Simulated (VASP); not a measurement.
# MnO (P6_3/mmc) in VASP: single point with PBE

Aim: the single point of MnO with PBE.

Everything below comes from runs of VASP 6.6.1. Logs are shortened: lines on timing, memory, paths and dates and some standing lists are left out, and cuts for length are marked.

### 1 The cell of the first run

It takes space group P6_3/mmc (No. 194, hexagonal). Conventional cell: a = 3.329 Å, b = 3.329 Å, c = 4.640 Å, α = 90.00°, β = 90.00°, γ = 120.00°. Within 3.0 Å of Mn (site symmetry -3m) lie 6 O at 2.24 Å and 2 Mn at 2.32 Å. Within 3.1 Å of O (site symmetry -6m2) lie 6 Mn at 2.24 Å and 6 O at 3.01 Å.

### 2 Single point, PBE, collinear spin, antiferromagnetic start

INCAR

```
SYSTEM = MnO
ALGO = Normal
EDIFF = 1E-7
ENCUT = 520
GGA = PE
ISIF = 2
ISMEAR = 0
ISPIN = 2
LASPH = .TRUE.
LCHARG = .FALSE.
LMAXMIX = 4
LORBIT = 11
LREAL = .FALSE.
LWAVE = .FALSE.
MAGMOM = 5 5 -5 -5 0 0 0 0
NBANDS = 52
NELM = 150
PREC = Accurate
SIGMA = 0.05
```

KPOINTS

```
k-points
0
G
  7 7 2
  0 0 0
```

POSCAR

```
MnO
1.0
    3.3288069600      0.0000000000      0.0000000000
   -1.6644034800      2.8828313900      0.0000000000
    0.0000000000      0.0000000000      9.2790838800
Mn O
4 4
Direct
    0.0000000000      0.0000000000      0.0000000000
    0.0000000000      0.0000000000      0.2500000000
    0.0000000000      0.0000000000      0.5000000000
    0.0000000000      0.0000000000      0.7500000000
    0.3333333333      0.6666666667      0.1250000000
    0.6666666667      0.3333333333      0.3750000000
    0.3333333333      0.6666666667      0.6250000000
    0.6666666667      0.3333333333      0.8750000000
```

Potentials or basis: VASP PAW PBE potentials, release 64 (Mn_pv, O).

The run is started by

```
> cat potpaw_PBE.64/Mn_pv/POTCAR potpaw_PBE.64/O/POTCAR > POTCAR
> mpirun -np 1 vasp_std > vasp.out
```

OUTCAR:

```text
SYSTEM = MnO
   EDIFF = 1E-7
   ENCUT = 520
   GGA = PE
   ISIF = 2
   ISMEAR = 0
   ISPIN = 2
   LASPH = .TRUE.
   LORBIT = 11
   LREAL = .FALSE.
   NELM = 150
   PREC = Accurate

 ion  position               nearest neighbor table
   1  0.000  0.000  0.000-   5 2.24   8 2.24   8 2.24   5 2.24   8 2.24   5 2.24   2 2.32   4 2.32

   2  0.000  0.000  0.250-   5 2.24   6 2.24   6 2.24   5 2.24   6 2.24   5 2.24   1 2.32   3 2.32

   3  0.000  0.000  0.500-   7 2.24   6 2.24   7 2.24   6 2.24   6 2.24   7 2.24   2 2.32   4 2.32
[... 14 lines left out ...]
 A1 = (   3.3288069600,   0.0000000000,   0.0000000000)
 A2 = (  -1.6644034800,   2.8828313900,   0.0000000000)
 A3 = (   0.0000000000,   0.0000000000,   9.2790838800)

Analysis of symmetry for initial positions (statically):
=====================================================================
 Subroutine PRICEL returns following result:

  LATTYP: Found a hexagonal cell.
 ALAT       =     3.3288069600
 C/A-ratio  =     1.3937551789
[... 12 lines left out ...]
 Subroutine GETGRP returns: Found 24 space group operations
 (whereof 12 operations were pure point group operations)
 out of a pool of 24 trial point group operations.

The static configuration has the point symmetry D_3d.
 The point group associated with its full space group is D_6h.

Analysis of symmetry for dynamics (positions and initial velocities):
=====================================================================
 Subroutine PRICEL returns following result:

  LATTYP: Found a hexagonal cell.
 ALAT       =     3.3288069600
 C/A-ratio  =     1.3937551789
[... 12 lines left out ...]
 Subroutine GETGRP returns: Found 24 space group operations
 (whereof 12 operations were pure point group operations)
 out of a pool of 24 trial point group operations.

The dynamic configuration has the point symmetry D_3d.
 The point group associated with its full space group is D_6h.

Analysis of structural, dynamic, and magnetic symmetry:
=====================================================================
 Subroutine PRICEL returns following result:

  LATTYP: Found a hexagonal cell.
 ALAT       =     3.3288069600
 C/A-ratio  =     1.3937551789
[... 12 lines left out ...]
 Subroutine GETGRP returns: Found 12 space group operations
 (whereof  6 operations were pure point group operations)
 out of a pool of 24 trial point group operations.

The overall configuration has the point symmetry C_3v.
 The point group associated with its full space group is D_3h.

 Subroutine INISYM returns: Found 12 space group operations
 (whereof  6 operations are pure point group operations),
 and found     2 'primitive' translations

----------------------------------------------------------------------------------------

                                     Primitive cell

  volume of cell :      44.5229

  direct lattice vectors                    reciprocal lattice vectors
     3.328806960  0.000000000  0.000000000     0.300407928  0.173440598  0.000000000
    -1.664403480  2.882831390  0.000000000     0.000000000  0.346881196  0.000000000
     0.000000000  0.000000000  4.639541940     0.000000000  0.000000000  0.215538519

  length of vectors
     3.328806960  3.328806959  4.639541940     0.346881196  0.346881196  0.215538519

  position of ions in fractional coordinates (direct lattice)
     0.000000000  0.000000000  0.000000000
     0.000000000  0.000000000  0.500000000
     0.333333333  0.666666667  0.250000000
     0.666666667  0.333333333  0.750000000

  ion indices of the primitive-cell ions
   primitive index   ion index
                 1           1
                 2           2
                 3           5
                 4           8

----------------------------------------------------------------------------------------

 KPOINTS: k-points

Automatic generation of k-mesh.
 Grid dimensions read from file:
 generate k-points for:    7    7    2

 Generating k-lattice:

  Cartesian coordinates                     Fractional coordinates (reciprocal lattice)
     0.042915418  0.024777228  0.000000000     0.142857143  0.000000000  0.000000000
     0.000000000  0.049554457  0.000000000     0.000000000  0.142857143  0.000000000
     0.000000000  0.000000000  0.053884630     0.000000000  0.000000000  0.500000000

  Length of vectors
     0.049554457  0.049554457  0.053884630
[... 34 lines left out ...]
   NGXF,Y,Z  is equivalent  to a cutoff of  27.97, 27.97, 25.08 a.u.
 SYSTEM =  MnO
   PREC   = accura    normal or accurate (medium, high low for compatibility)
   ISTART =      0    job   : 0-new  1-cont  2-samecut
   ICHARG =      2    charge: 1-file 2-atom 10-const
   ISPIN  =      2    spin polarized calculation?
   LNONCOLLINEAR =      F non collinear calculations
   LSORBIT =      F    spin-orbit coupling
   LASPH  =      T    aspherical Exc in radial PAW
   ENCUT  =  520.0 eV  38.22 Ry    6.18 a.u.   6.19  6.19 17.25*2*pi/ulx,y,z
   NELM   =    150;   NELMIN=  2; NELMDL= -5     # of ELM steps
   EDIFF  = 0.1E-06   stopping-criterion for ELM
   LREAL  =      F    real-space projection
   EDIFFG = 0.1E-05   stopping-criterion for IOM
   NSW    =      0    number of steps for IOM
   IBRION =     -1    ionic relax: 0-MD 1-quasi-New 2-CG
   NFREE  =      0    steps in history (QN), initial steepest desc. (CG)
   ISIF   =      2    stress and relaxation
   ISYM   =      2    0-nonsym 1-usesym 2-fastsym
   POTIM  = 0.5000    time-step for ionic-motion
   TEBEG  =    0.0;   TEEND  =   0.0 temperature during run
   PSTRESS=    0.0 pullay stress
   NELECT =      76.0000    total number of electrons
   NUPDOWN=      -1.0000    fix difference up-down
   EMIN   =  10.00;   EMAX   =-10.00  energy-range for DOS
   EFERMI =   0.00;   METHOD = LEGACY
   ISMEAR =     0;   SIGMA  =   0.05  broadening in eV -4-tet -1-fermi 0-gaus
   EFERMI_NEDOS =   21; number of points for ismear=-14 and -15
   IALGO  =     38    algorithm
   IMIX   =      4    mixing-type and parameters
     AMIX     =   0.40;   BMIX     =  1.00
     AMIX_MAG =   1.60;   BMIX_MAG =  1.00
  volume/ion in A,a.u.               =      11.13        75.11
  Fermi-wavevector in a.u.,A,eV,Ry     =   1.552894  2.934543 32.810159  2.411479
  Thomas-Fermi vector in A             =   2.657203
   LORBIT       =     11    0 simple, 1 ext, 2 COOP (PROOUT), +10 PAW based schemes
   GGA     = PE    functional components
   LHFCALC =     F    Hartree Fock is set to
   AEXX    =    0.0000 exact exchange contribution
   IVDW    =     0    specifies the selected vdW correction
   LEPSILON=     F    determine dielectric tensor
   LRPA    =     F    only Hartree local field effects (RPA)
 spin polarized calculation
 Gauss-broadening in eV      SIGMA  =   0.05
  energy-cutoff  :      520.00
  volume of cell :       89.05
 maximum number of plane-waves:      2423
 NGX is ok and might be reduce to    28
   NGX = 13   NGY = 13   NGZ = 35

 number of electron      76.0000001 magnetization       0.0000000

 number of electron      76.0000001 magnetization      -0.0000000

 Free energy of the ion-electron system (eV)
  ---------------------------------------------------
  ext. energy  EPLUGINS =         0.00000000
  ---------------------------------------------------
  free energy    TOTEN  =       -63.22690957 eV

  energy without entropy =      -63.21686413  energy(sigma->0) =      -63.22188685

 E-fermi :   6.5662     XC(G=0): -11.7243

 val. band max:        6.5344024168   @ k =   0.4286   0.0000   0.5000
 cond. band min:       6.5909355278   @ k =   0.4286   0.1429   0.0000
 fundamental gap:      0.0565331110
 Fermi energy:         6.5661798880

 spin component 1

 k-point     1 :       0.0000    0.0000    0.0000
  band No.  band energies     occupation
      1     -43.6501      1.00000
      2     -43.3773      1.00000
      3     -43.3772      1.00000
      4     -43.3371      1.00000
      5     -43.3371      1.00000
      6     -43.2880      1.00000
[... 837 lines left out ...]
     49      13.0429      0.00000
     50      13.8100      0.00000
 Fermi energy:         6.5661798880

 spin component 2

 k-point     1 :       0.0000    0.0000    0.0000
  band No.  band energies     occupation
      1     -43.6501      1.00000
      2     -43.3773      1.00000
      3     -43.3772      1.00000
      4     -43.3371      1.00000
      5     -43.3371      1.00000
      6     -43.2880      1.00000
[... 837 lines left out ...]
     49      13.0429      0.00000
     50      13.8100      0.00000
 [bands above 50 left out]

------------------------ aborting loop because EDIFF is reached ----------------------------------------

  FORCE on cell =-STRESS in cart. coord.  units (eV):
  Direction    XX          YY          ZZ          XY          YZ          ZX
  --------------------------------------------------------------------------------------
  -------------------------------------------------------------------------------------
  Total       -8.5959177     -8.5959177     16.5218239      0.0000000      0.0000000      0.0000000
  in kB     -154.6642271   -154.6642269    297.2731046      0.0000000      0.0000000      0.0000000
  external PRESSURE =      -4.0184498 kB  Pullay stress =       0.0000000 kB

 VOLUME and BASIS-vectors are now :
 -----------------------------------------------------------------------------
  energy-cutoff  :      520.00
  volume of cell :       89.05
      direct lattice vectors                 reciprocal lattice vectors
     3.328806960  0.000000000  0.000000000     0.300407928  0.173440598  0.000000000
    -1.664403480  2.882831390  0.000000000     0.000000000  0.346881196  0.000000000
     0.000000000  0.000000000  9.279083880     0.000000000  0.000000000  0.107769260

 POSITION                                       TOTAL-FORCE (eV/Angst)
 -----------------------------------------------------------------------------------
      0.00000      0.00000      0.00000         0.000000      0.000000     -1.760979
      0.00000      0.00000      2.31977         0.000000      0.000000      1.760979
      0.00000      0.00000      4.63954         0.000000      0.000000     -1.760979
      0.00000      0.00000      6.95931         0.000000      0.000000      1.760979
     -0.00000      1.92189      1.15989        -0.000000      0.000000      0.000000
      1.66440      0.96094      3.47966         0.000000     -0.000000      0.000000
     -0.00000      1.92189      5.79943        -0.000000      0.000000      0.000000
      1.66440      0.96094      8.11920         0.000000     -0.000000      0.000000
 -----------------------------------------------------------------------------------
    total drift:                                0.000000     -0.000000      0.000000

  FREE ENERGIE OF THE ION-ELECTRON SYSTEM (eV)
  ---------------------------------------------------
  free  energy   TOTEN  =       -63.2269095721 eV

  energy  without entropy=      -63.2168641270  energy(sigma->0) =      -63.22188685

 total charge

# of ion       s       p       d       tot
------------------------------------------
    1        0.237   6.204   5.027  11.468
    2        0.237   6.204   5.027  11.468
    3        0.237   6.204   5.027  11.468
    4        0.237   6.204   5.027  11.468
    5        1.563   3.384   0.000   4.946
    6        1.565   3.379   0.000   4.944
    7        1.563   3.384   0.000   4.946
    8        1.565   3.379   0.000   4.944
--------------------------------------------------
tot          7.204  38.341  20.108  65.653

 magnetization (x)

# of ion       s       p       d       tot
------------------------------------------
    1        0.023   0.027   3.931   3.981
    2        0.023   0.027   3.931   3.981
    3       -0.023  -0.027  -3.931  -3.981
    4       -0.023  -0.027  -3.931  -3.981
    5        0.025   0.142   0.000   0.168
    6        0.000   0.000   0.000   0.000
    7       -0.025  -0.142   0.000  -0.168
    8        0.000   0.000   0.000   0.000
--------------------------------------------------
tot         -0.000   0.000   0.000   0.000
```

It took 4 min on 1 thread of Intel Xeon 8259CL, shared host; peak memory 0.31 GiB.

What came out:

| Quantity | Value |
| --- | --- |
| Free energy | -63.2269 eV |
| Pressure | -0.4 GPa |
| Largest force | 1.761 eV/Å |
| Band gap on the k mesh | zero (filled and empty bands overlap) |
| Net moment | 0.00 μB per cell |
| Site moments | Mn +3.98, -3.98 (each value once); O +0.17, +0.00, -0.17 (each value once) μB |
| Valence electrons inside the program's atomic spheres | Mn 11.47; O 4.95, 4.94 (each value once) |

Forces in eV/Å, atoms in the order of the input:
```
Mn   0.000  0.000 -1.761
Mn   0.000  0.000  1.761
Mn   0.000  0.000 -1.761
Mn   0.000  0.000  1.761
O    0.000  0.000  0.000
O    0.000  0.000  0.000
O    0.000  0.000  0.000
O    0.000  0.000  0.000
```

Stress tensor (GPa, compression positive):
```
-15.47   0.00   0.00
  0.00 -15.47   0.00
  0.00   0.00  29.73
```

Caveat: semilocal functionals often make such compounds metallic where correlation or magnetic order opens a gap, which also shifts bond lengths; forces of over 1 eV/Å act on the atoms, so gaps and moduli don't describe the material at rest.
